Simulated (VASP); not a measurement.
BaZrO3: single point with PBE

The system is BaZrO3.

```xyz
5
Lattice="4.1846 0.0000 0.0000 0.0000 4.1846 0.0000 0.0000 0.0000 4.1846" Properties=species:S:1:pos:R:3 pbc="T T T"
Ba    0.0000    0.0000    0.0000
Zr    2.0923    2.0923    2.0923
O     2.0923    2.0923    0.0000
O     2.0923    0.0000    2.0923
O     0.0000    2.0923    2.0923
```

This cell differs from its parent crystal: volume changed by -3%.

* Program: VASP 6.6.1
* Task: single point
* Functional: PBE
* Potentials or basis: VASP PAW PBE potentials, release 64 (Ba_sv, Zr_sv, O)
* Cutoff: 520 eV
* k mesh: 6 × 6 × 6
* Occupations: gaussian, width 0.01 eV
* Spin: no spin polarisation

```
Pressure               : 5.9 GPa
Band gap on the k mesh : 3.20 eV, indirect (least direct gap 3.42 eV)
```

Levels at points of the mesh, in eV from the valence-band top:
```csv
k point,band 18,band 19,band 20,band 21,band 22,band 23
"(0.00, 0.00, 0.00)",-0.22,-0.22,-0.22,3.20,3.20,3.20
"(0.50, 0.00, 0.00)",-1.69,-0.45,-0.45,3.65,5.74,5.74
"(0.50, 0.50, 0.00)",-0.93,-0.78,-0.08,5.71,5.71,6.49
"(0.50, 0.50, 0.50)",0.00,0.00,0.00,6.00,6.00,6.00
```

Wall time 17 s on 1 thread of Intel(R) Xeon(R) 6975P-C (Granite Rapids), on a shared host, peak memory 0.19 GiB.

Caveat: spin-orbit coupling is left out, which moves the levels of the heavy elements. A k mesh can miss the band edges.
